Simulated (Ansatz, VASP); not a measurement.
## Sb in VASP and in Ansatz

INCAR

```
SYSTEM = Sb
PREC = Accurate
ENCUT = 520
EDIFF = 1E-7
ISMEAR = -1
SIGMA = 0.05
LREAL = .FALSE.
LASPH = .TRUE.
NELM = 80
ALGO = Normal
ISIF = 2
LWAVE = .FALSE.
LCHARG = .FALSE.
GGA = PE
NBANDS = 8
```

The input KPOINTS:

```
regular mesh
0
G
  12 12 12
  0 0 0
```

POSCAR

```
Sb
1.0
    0.0000000000      2.3353324258      2.3353324258
    2.3353324258      0.0000000000      2.3353324258
    2.3353324258      2.3353324258      0.0000000000
Sb
1
Direct
    0.0000000000      0.0000000000      0.0000000000
```

Input for Ansatz:

```yaml
crystal:
  lattice:
    - [0.0, 2.3353324258, 2.3353324258]
    - [2.3353324258, 0.0, 2.3353324258]
    - [2.3353324258, 2.3353324258, 0.0]
  atoms:
    - { symbol: Sb, position: [0.0, 0.0, 0.0] }
kpoints:
  mp_grid: { grid: [12, 12, 12] }
  band_path:
    path:
      - [0.0, 0.0, 0.0]
      - [0.5, 0.0, 0.5]
      - [0.625, 0.25, 0.625]
      - [0.375, 0.375, 0.75]
      - [0.0, 0.0, 0.0]
      - [0.5, 0.5, 0.5]
      - [0.5, 0.25, 0.75]
      - [0.5, 0.0, 0.5]
    npoints: 5
scf:
  occupations: { method: fermi_dirac, width: 0.05 }
hamiltonian:
  xc: pbe
  pseudopotentials: { kind: all_electron, lapw: { basis_error: 0.001 } }
output:
  forces: true
  stress: true
  eigenvalues: true
```

Change from the starting cell: volume scaled by 1.04.

Alike in both runs: task single point; functional PBE; k mesh 12 × 12 × 12; occupations fermi-dirac, width 0.05 eV; no spin polarisation.

```csv
,VASP,Ansatz
version,VASP 6.6.1,Ansatz 0.2.0
potentials or method,"VASP PAW PBE potentials, release 64 (Sb), cutoff 520 eV","all-electron LAPW, scalar-relativistic"
```

Ansatz gave:

| Item | Value |
| --- | --- |
| pressure (GPa) | 5.4 |

Problem. What did VASP give for the same quantities?

Solution. Pressure (GPa): 5.2.

Ansatz ran all-electron here, and VASP with PAW potentials.

Spin-orbit coupling is off throughout.
